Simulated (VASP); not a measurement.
Set up this calculation in VASP 6.6.1, as the native input.

```yaml
Task: single point
Functional: LDA
Potentials_or_basis: VASP PAW LDA potentials, release 64 (Rh_pv)
Cutoff: 520 eV
k_mesh: 22 × 22 × 22
Occupations: gaussian, width 0.15 eV
Spin: no spin polarisation
Dipole_correction: no
Further_INCAR_settings: ALGO = Normal; EDIFF = 1e-06; NBANDS = 14
```

The structure of Rh lies in POSCAR:

```
Rh
1.0
    0.0000000000      1.9132297230      1.5175738163
    1.9132297230      0.0000000000      1.5175738163
    1.9132297230      1.9132297230      0.0000000000
Rh
1
Direct
    0.0000000000      0.0000000000      0.0000000000
```

The input as run:

INCAR

```
  PREC = Accurate
  ENCUT = 520
  EDIFF = 1E-6
  ISMEAR = 0
  SIGMA = 0.15
  LREAL = False
  LASPH = True
  NELM = 60
  ALGO = Normal
  ISIF = 2
  LWAVE = False
  LCHARG = False
  NBANDS = 14
```

KPOINTS

```
Automatic mesh
0
Gamma
  22 22 22
```

Potentials or basis: VASP PAW LDA potentials, release 64 (Rh_pv).

The run is started by

```sh
$ cat potpaw_LDA.64/Rh_pv/POTCAR > POTCAR
$ mpirun -np 1 vasp_std > vasp.out
```

It gave:

```yaml
Pressure: 95.1 GPa
Band_gap_on_the_k_mesh: zero (an odd number of electrons rules out a gap without spin polarisation)
```

Caveat: the stress differs along the axes, from 79 to 127 GPa.

It took 40 s on 1 thread of AMD EPYC 9R45 96-Core Processor (Zen 5) (shared host), peak memory 0.19 GiB.
